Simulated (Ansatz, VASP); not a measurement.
# Two plane-wave programs on InP

File INCAR:

```
SYSTEM = InP
PREC = Accurate
ENCUT = 520
EDIFF = 1E-6
ISMEAR = 0
SIGMA = 0.05
LREAL = .False.
LASPH = .True.
NELM = 100
ALGO = Normal
ISIF = 2
LWAVE = .False.
LCHARG = .False.
GGA = B5
ALDAX = 1.0
AGGAX = 1.0
AGGAC = 1.0
ALDAC = 0.0
IVDW = 12
VDW_S6 = 1.0
VDW_S8 = 2.6996
VDW_A1 = 0.4298
VDW_A2 = 4.2359
NBANDS = 16
```

KPOINTS

```
Automatic mesh
0
Gamma
  8 8 8
  0 0 0
```

Contents of POSCAR:

```
InP
1.0
    0.0000000000      2.9540977049      2.9540977049
    2.9540977049      0.0000000000      2.9540977049
    2.9540977049      2.9540977049      0.0000000000
In P
1 1
Direct
    0.0000000000      0.0000000000      0.0000000000
    0.7500000000      0.7500000000      0.7500000000
```

Input for Ansatz:

```yaml
crystal:
  lattice:
    - [0.0, 2.9540977049, 2.9540977049]
    - [2.9540977049, 0.0, 2.9540977049]
    - [2.9540977049, 2.9540977049, 0.0]
  atoms:
    - { symbol: In, position: [0.0, 0.0, 0.0] }
    - { symbol: P, position: [0.75, 0.75, 0.75] }
basis:
  ecutwfc: 420
  ecutrho_ratio: 4
kpoints:
  mp_grid: { grid: [8, 8, 8] }
hamiltonian:
  xc: blyp
  dispersion: d3bj
scf:
  occupations: { method: gaussian, width: 0.05 }
output:
  forces: true
  stress: true
  eigenvalues: true
```

Alike in both runs: task single point; functional BLYP; dispersion D3(BJ); k mesh 8 × 8 × 8; occupations gaussian, width 0.05 eV; no spin polarisation.

```csv
,VASP,Ansatz
version,VASP 6.6.1,Ansatz 0.2.0
potentials or method,"VASP PAW PBE potentials, release 64 (In_d, P), cutoff 520 eV","scalar-relativistic, plane waves, PAW"
valence electrons in the cell,18,18
```

```tsv
	VASP	Ansatz	Ansatz less VASP
gap on the k mesh at the Fermi level (eV)	0.49	0.46	-0.028
least direct gap on the mesh (eV)	0.49	0.46	-0.028
pressure (GPa)	0.0	0.0	-0.02
```

VASP's potentials were made for PBE, not for BLYP.
